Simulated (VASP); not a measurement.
# Zn (P6_3/mmc) in VASP: notebook, part 2 of 2

VASP 6.6.1. The steps go on from the part before.

**3. Relaxation of cell and atoms, r2SCAN**

This run uses another cell than the first one, of 15.33 Å³/atom, 1.062 times its volume.

Input file POSCAR:

```
Zn
1.0
    2.6700000000      0.0000000000      0.0000000000
   -1.3350000000      2.3122878300      0.0000000000
    0.0000000000      0.0000000000      4.9660000000
Zn
2
Direct
    0.3333333300      0.6666666700      0.2500000000
    0.6666666700      0.3333333300      0.7500000000
```

Input file INCAR.step1:

```
  ALGO = Normal
  EDIFF = 1E-4
  ENCUT = 600
  GGA = PE
  ISMEAR = 0
  LASPH = True
  LCHARG = False
  LREAL = False
  LWAVE = True
  NELM = 100
  PREC = Accurate
  SIGMA = 0.1
```

Input file INCAR.step2:

```
  ALGO = Normal
  EDIFF = 1E-6
  EDIFFG = -0.03
  ENCUT = 600
  IBRION = 2
  ISIF = 3
  ISMEAR = 0
  ISTART = 1
  LASPH = True
  LCHARG = False
  LMIXTAU = True
  LREAL = False
  LWAVE = False
  METAGGA = R2SCAN
  NELM = 100
  NSW = 80
  PREC = Accurate
  SIGMA = 0.1
```

Input file KPOINTS:

```
k-points
0
Gamma
  10 10 5
```

Potentials or basis: VASP PAW PBE potentials, release 64 (Zn).

The run is started by

```sh
$ cat potpaw_PBE.64/Zn/POTCAR > POTCAR
$ cp INCAR.step1 INCAR
$ mpirun -np 1 vasp_std > vasp.out
$ cp INCAR.step2 INCAR
$ mpirun -np 1 vasp_std > vasp.out
```

OUTCAR:

```text
EDIFF = 1E-6
   EDIFFG = -0.03
   ENCUT = 600
   IBRION = 2
   ISIF = 3
   ISMEAR = 0
   ISTART = 1
   LASPH = True
   LREAL = False
   METAGGA = R2SCAN
   NELM = 100
   NSW = 80
   PREC = Accurate

 ion  position               nearest neighbor table
   1  0.333  0.667  0.250-   2 2.92   2 2.92   2 2.92   2 2.92   2 2.92   2 2.92
   2  0.667  0.333  0.750-   1 2.92   1 2.92   1 2.92   1 2.92   1 2.92   1 2.92

  LATTYP: Found a hexagonal cell.
 ALAT       =     2.6700000000
 C/A-ratio  =     1.8599250936

  Lattice vectors:

 A1 = (   2.6700000000,   0.0000000000,   0.0000000000)
 A2 = (  -1.3350000000,   2.3122878300,   0.0000000000)
 A3 = (   0.0000000000,   0.0000000000,   4.9660000000)

Analysis of symmetry for initial positions (statically):
=====================================================================
 Subroutine PRICEL returns:
 Original cell was already a primitive cell.

 Routine SETGRP: Setting up the symmetry group for a
 hexagonal supercell.

 Subroutine GETGRP returns: Found 24 space group operations
 (whereof 12 operations were pure point group operations)
 out of a pool of 24 trial point group operations.

The static configuration has the point symmetry D_3d.
 The point group associated with its full space group is D_6h.

Analysis of symmetry for dynamics (positions and initial velocities):
=====================================================================
 Subroutine PRICEL returns:
 Original cell was already a primitive cell.

 Routine SETGRP: Setting up the symmetry group for a
 hexagonal supercell.

 Subroutine GETGRP returns: Found 24 space group operations
 (whereof 12 operations were pure point group operations)
 out of a pool of 24 trial point group operations.

The dynamic configuration has the point symmetry D_3d.
 The point group associated with its full space group is D_6h.

 Subroutine INISYM returns: Found 24 space group operations
 (whereof 12 operations are pure point group operations),
 and found     1 'primitive' translations

----------------------------------------------------------------------------------------

                                     Primitive cell

  volume of cell :      30.6591

  direct lattice vectors                    reciprocal lattice vectors
     2.670000000  0.000000000  0.000000000     0.374531835  0.216236056  0.000000000
    -1.335000000  2.312287830  0.000000000     0.000000000  0.432472111  0.000000000
     0.000000000  0.000000000  4.966000000     0.000000000  0.000000000  0.201369311

  length of vectors
     2.670000000  2.670000002  4.966000000     0.432472112  0.432472111  0.201369311

  position of ions in fractional coordinates (direct lattice)
     0.333333330  0.666666670  0.250000000
     0.666666670  0.333333330  0.750000000

  ion indices of the primitive-cell ions
   primitive index   ion index
                 1           1
                 2           2

----------------------------------------------------------------------------------------

 KPOINTS: k-points

Automatic generation of k-mesh.
 Grid dimensions read from file:
 generate k-points for:   10   10    5

[... 46 lines left out ...]
   number of dos      NEDOS =    301   number of ions     NIONS =      2
   total plane-waves  NPLWV =  23040
   dimension x,y,z NGX =    24 NGY =   24 NGZ =   40
   dimension x,y,z NGXF=    48 NGYF=   48 NGZF=   80
   ions per type =               2
   NGX,Y,Z   is equivalent  to a cutoff of  14.94, 14.94, 13.39 a.u.
   NGXF,Y,Z  is equivalent  to a cutoff of  29.89, 29.89, 26.78 a.u.
 SYSTEM =  unknown system
   PREC   = accura    normal or accurate (medium, high low for compatibility)
   ISTART =      1    job   : 0-new  1-cont  2-samecut
   ICHARG =      0    charge: 1-file 2-atom 10-const
   ISPIN  =      1    spin polarized calculation?
   LNONCOLLINEAR =      F non collinear calculations
   LSORBIT =      F    spin-orbit coupling
   LASPH  =      T    aspherical Exc in radial PAW
   ENCUT  =  600.0 eV  44.10 Ry    6.64 a.u.   5.33  5.33  9.92*2*pi/ulx,y,z
   NELM   =    100;   NELMIN=  2; NELMDL=  0     # of ELM steps
   EDIFF  = 0.1E-05   stopping-criterion for ELM
   LREAL  =      F    real-space projection
   EDIFFG = -.3E-01   stopping-criterion for IOM
   NSW    =     80    number of steps for IOM
   IBRION =      2    ionic relax: 0-MD 1-quasi-New 2-CG
   NFREE  =      1    steps in history (QN), initial steepest desc. (CG)
   ISIF   =      3    stress and relaxation
   ISYM   =      2    0-nonsym 1-usesym 2-fastsym
   POTIM  = 0.5000    time-step for ionic-motion
   TEBEG  =    0.0;   TEEND  =   0.0 temperature during run
   PSTRESS=    0.0 pullay stress
   NELECT =      24.0000    total number of electrons
   NUPDOWN=      -1.0000    fix difference up-down
   EMIN   =  10.00;   EMAX   =-10.00  energy-range for DOS
   EFERMI =   0.00;   METHOD = LEGACY
   ISMEAR =     0;   SIGMA  =   0.10  broadening in eV -4-tet -1-fermi 0-gaus
   EFERMI_NEDOS =   21; number of points for ismear=-14 and -15
   IALGO  =     38    algorithm
   IMIX   =      4    mixing-type and parameters
     AMIX     =   0.40;   BMIX     =  1.00
     AMIX_MAG =   1.60;   BMIX_MAG =  1.00
  volume/ion in A,a.u.               =      15.33       103.45
  Fermi-wavevector in a.u.,A,eV,Ry     =   1.508778  2.851177 30.972445  2.276410
  Thomas-Fermi vector in A             =   2.619187
   LORBIT       =      0    0 simple, 1 ext, 2 COOP (PROOUT), +10 PAW based schemes
   METAGGA = R2SCAN    functional components
   LHFCALC =     F    Hartree Fock is set to
   AEXX    =    0.0000 exact exchange contribution
   IVDW    =     0    specifies the selected vdW correction
   LEPSILON=     F    determine dielectric tensor
   LRPA    =     F    only Hartree local field effects (RPA)
 conjugate gradient relaxation of ions
 non-spin polarized calculation
 Gauss-broadening in eV      SIGMA  =   0.10
  energy-cutoff  :      600.00
  volume of cell :       30.66
 maximum number of plane-waves:      1051
 NGX is ok and might be reduce to    24
   NGX = 11   NGY = 11   NGZ = 19

--------------------------------------- Ionic step        1  -------------------------------------------

 number of electron      24.0000003 magnetization

 Free energy of the ion-electron system (eV)
  ---------------------------------------------------
  ext. energy  EPLUGINS =         0.00000000
  ---------------------------------------------------
  free energy    TOTEN  =       -17.78921496 eV

  energy without entropy =      -17.78775382  energy(sigma->0) =      -17.78848439

------------------------ aborting loop because EDIFF is reached ----------------------------------------

  FORCE on cell =-STRESS in cart. coord.  units (eV):
  Direction    XX          YY          ZZ          XY          YZ          ZX
  --------------------------------------------------------------------------------------
  -------------------------------------------------------------------------------------
  Total       -1.0308745     -1.0308745     -0.5482799      0.0000000     -0.0000000      0.0000000
  in kB      -53.8711842    -53.8711843    -28.6518759      0.0000000     -0.0000000      0.0000000
  external PRESSURE =     -45.4647481 kB  Pullay stress =       0.0000000 kB
[... 131 lines left out ...]
--------------------------------------- Ionic step        5  -------------------------------------------

 number of electron      24.0000008 magnetization

 Free energy of the ion-electron system (eV)
  ---------------------------------------------------
  ext. energy  EPLUGINS =         0.00000000
  ---------------------------------------------------
  free energy    TOTEN  =       -17.81792785 eV

  energy without entropy =      -17.81631526  energy(sigma->0) =      -17.81712155

 E-fermi :   3.1116     XC(G=0): -12.9257

 val. band max:        3.0428826529   @ k =   0.1000   0.0000   0.2000
 cond. band min:       3.2550233402   @ k =   0.4000   0.0000   0.0000
 fundamental gap:      0.2121406874
 Fermi energy:         3.1115572568

 k-point     1 :       0.0000    0.0000    0.0000
  band No.  band energies     occupation
      1      -7.9403      2.00000
      2      -5.8902      2.00000
      3      -5.0654      2.00000
      4      -4.7879      2.00000
      5      -4.7877      2.00000
      6      -4.7335      2.00000
[... 433 lines left out ...]
      3      -5.2407      2.00000
      4      -4.9968      2.00000
      5      -4.6662      2.00000
      6      -4.4961      2.00000
[... 8 lines left out ...]
     15       9.6143      0.00000
     16      12.2012      0.00000

 [... further k-points ...]

------------------------ aborting loop because EDIFF is reached ----------------------------------------

  FORCE on cell =-STRESS in cart. coord.  units (eV):
  Direction    XX          YY          ZZ          XY          YZ          ZX
  --------------------------------------------------------------------------------------
  -------------------------------------------------------------------------------------
  Total        0.0297649      0.0297649     -0.0565945     -0.0000000     -0.0000000      0.0000000
  in kB        1.6469115      1.6469115     -3.1314105     -0.0000000     -0.0000000      0.0000000
  external PRESSURE =       0.0541375 kB  Pullay stress =       0.0000000 kB
[... 17 lines left out ...]
  FREE ENERGIE OF THE ION-ELECTRON SYSTEM (eV)
  ---------------------------------------------------
  free  energy   TOTEN  =       -17.8179278484 eV

  energy  without entropy=      -17.8163152554  energy(sigma->0) =      -17.81712155

 reached required accuracy - stopping structural energy minimisation
```

OUTCAR.step1:

```text
EDIFF = 1E-4
   ENCUT = 600
   GGA = PE
   ISMEAR = 0
   LASPH = True
[... 680 lines left out ...]
 -----------------------------------------------------------------------------------
     -0.00000      1.54153      1.24150        -0.000000      0.000000      0.000000
      1.33500      0.77076      3.72450         0.000000     -0.000000      0.000000
 -----------------------------------------------------------------------------------
    total drift:                               -0.000001      0.000000      0.000000

  FREE ENERGIE OF THE ION-ELECTRON SYSTEM (eV)
  ---------------------------------------------------
  free  energy   TOTEN  =        -2.2302186146 eV

  energy  without entropy=       -2.2287213972  energy(sigma->0) =       -2.22947001
```

Wall time 3.6 min (1 thread of Intel Xeon 6975P-C, shared host); peak memory 0.18 GiB.

Results:

| Quantity | Value |
| --- | --- |
| Free energy | -17.8179 eV |
| Relaxed volume | 14.48 Å³/atom |
| Relaxed cell | a = 2.614 Å, b = 2.614 Å, c = 4.894 Å, α = 90.00°, β = 90.00°, γ = 120.00° |
| Space group after relaxing (to 0.05 Å) | P6_3/mmc (No. 194) |
| Energy gained by relaxing | 14.4 meV/atom |
| Ionic steps | 5 |
| Pressure after relaxing | 0.0 GPa |
| Band gap on the k mesh | zero (band 12 reaches 4.49 eV, above the bottom of band 13 at 0.15 eV) |

Stress tensor (GPa, compression positive):
```
 0.16  0.00  0.00
 0.00  0.16  0.00
 0.00  0.00 -0.31
```

Step by step:
```tsv
step	energy change (eV)	largest force (eV/Å)	pressure (GPa)	volume (Å³)
1	0.0000	0.0000	-4.55	30.66
2	-0.0280	0.0000	0.70	28.77
3	-0.0284	0.0000	-0.03	28.98
4	-0.0283	0.0000	-0.17	29.01
5	-0.0287	0.0000	0.01	28.96
```

Final structure:
```
CELL_PARAMETERS angstrom
2.61393 0.00000 0.00000
-1.30696 2.26373 0.00000
0.00000 0.00000 4.89358
ATOMIC_POSITIONS crystal
Zn 0.33333 0.66667 0.25000
Zn 0.66667 0.33333 0.75000
```

Caveat: the PAW data sets were made with another functional, which shifts forces and pressure a little.
